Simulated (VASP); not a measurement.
BaS: single point with PBE

The system is BaS.

```xyz
2
Lattice="0.0000 3.1600 3.1600 3.1600 0.0000 3.1600 3.1600 3.1600 0.0000" Properties=species:S:1:pos:R:3 pbc="T T T"
Ba    0.0000    0.0000    0.0000
S     3.1600    3.1600    3.1600
```

```
Program                : VASP 6.6.1
Task                   : single point
Functional             : PBE
Potentials or basis    : VASP PAW PBE potentials, release 64 (Ba_sv, S)
Cutoff                 : 500 eV
k mesh                 : 4 × 4 × 4
Occupations            : gaussian, width 0.01 eV
Spin                   : no spin polarisation
Dipole correction      : no
Further INCAR settings : ALGO = Normal; EDIFF = 1e-06; NBANDS = 15
```

```
Pressure               : 3.1 GPa
Band gap on the k mesh : 2.04 eV, indirect (least direct gap 2.16 eV)
```

Levels at points of the mesh, in eV from the valence-band top:
| k point | band 4 | band 5 | band 6 | band 7 | band 8 | band 9 | band 10 | band 11 | band 12 | band 13 |
| --- | --- | --- | --- | --- | --- | --- | --- | --- | --- | --- |
| (0.00, 0.00, 0.00) | -11.04 | -10.41 | 0.00 | 0.00 | 0.00 | 3.75 | 3.86 | 3.86 | 3.86 | 4.82 |
| (0.50, 0.00, 0.00) | -11.08 | -9.02 | -2.01 | -1.15 | -1.15 | 5.65 | 5.78 | 6.42 | 6.42 | 9.06 |
| (0.50, 0.50, 0.00) | -11.25 | -10.32 | -0.48 | -0.12 | -0.12 | 2.04 | 6.01 | 6.22 | 7.66 | 7.66 |

Run time: 8.4 s on 1 thread of Intel(R) Xeon(R) Platinum 8559C (Emerald Rapids), on a shared host, peak memory 0.2 GiB.

Caveat: the k points lie up to 0.43 Å⁻¹ apart; spin-orbit coupling is left out, which moves the levels of the heavy elements. A k mesh can miss the band edges.
